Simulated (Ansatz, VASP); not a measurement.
## One calculation of BN, two programs

File INCAR:

```
SYSTEM = BN
PREC     = Accurate       ! precision mode
ENCUT    = 520            ! plane-wave cutoff, eV
EDIFF    = 1E-6           ! SCF threshold, eV
ISMEAR   = 0              ! smearing method
SIGMA    = 0.05           ! smearing width, eV
LREAL    = .False.        ! projectors in reciprocal space
LASPH    = .True.         ! aspherical terms in the spheres
NELM     = 100            ! most SCF steps
ALGO     = Normal         ! electronic algorithm
ISIF     = 2              ! what is computed and relaxed
LWAVE    = .False.        ! write WAVECAR
LCHARG   = .False.        ! write CHGCAR
GGA      = PE             ! functional
NBANDS   = 16             ! bands
```

Contents of KPOINTS:

```
Automatic mesh
0
Gamma
  12 12 6
  0 0 0
```

The input POSCAR:

```
BN
1.0
    2.5284002057      0.0000000000      0.0000000000
   -1.2642001029      2.1896588090      0.0000000000
    0.0000000000      0.0000000000      4.2268550000
B N
2 2
Direct
    0.6666666667      0.3333333333      0.9997240000
    0.3333333333      0.6666666667      0.4997240000
    0.6666666667      0.3333333333      0.6252760000
    0.3333333333      0.6666666667      0.1252760000
```

Input for Ansatz:

```yaml
crystal:
  lattice:
    - [2.5284002057, 0.0, 0.0]
    - [-1.2642001029, 2.189658809, 0.0]
    - [0.0, 0.0, 4.226855]
  atoms:
    - { symbol: B, position: [0.6666666667, 0.3333333333, 0.999724] }
    - { symbol: B, position: [0.3333333333, 0.6666666667, 0.499724] }
    - { symbol: "N", position: [0.6666666667, 0.3333333333, 0.625276] }
    - { symbol: "N", position: [0.3333333333, 0.6666666667, 0.125276] }
basis:
  ecutwfc: 420
kpoints:
  mp_grid: { grid: [12, 12, 6] }
hamiltonian:
  xc: pbe
scf:
  occupations: { method: gaussian, width: 0.05 }
output:
  forces: true
  stress: true
  eigenvalues: true
```

Change from the starting cell: strain -0.0100 x Voigt [1, 1, 0, 0, 0, 0], atoms carried along.

Alike in both runs: task single point; functional PBE; k mesh 12 × 12 × 6; occupations gaussian, width 0.05 eV; no spin polarisation.

```csv
,VASP,Ansatz
version,VASP 6.6.1,Ansatz 0.2.0
potentials or method,"VASP PAW PBE potentials, release 64 (B, N), cutoff 520 eV","scalar-relativistic, plane waves, PAW"
valence electrons in the cell,16,16
```

```csv
,VASP,Ansatz,Ansatz less VASP
gap on the k mesh at the Fermi level (eV),5.13,5.15,+0.018
least direct gap on the mesh (eV),8.31,8.32,+0.004
pressure (GPa),8.0,7.7,-0.30
"traceless stress, the component that is largest in VASP (GPa)",-7.15,-7.06,+0.086
rms of the force components (eV/Å),0.008,0.006,-0.0025
```

Atom by atom the forces differ by 0.003 eV/Å (rms over components).
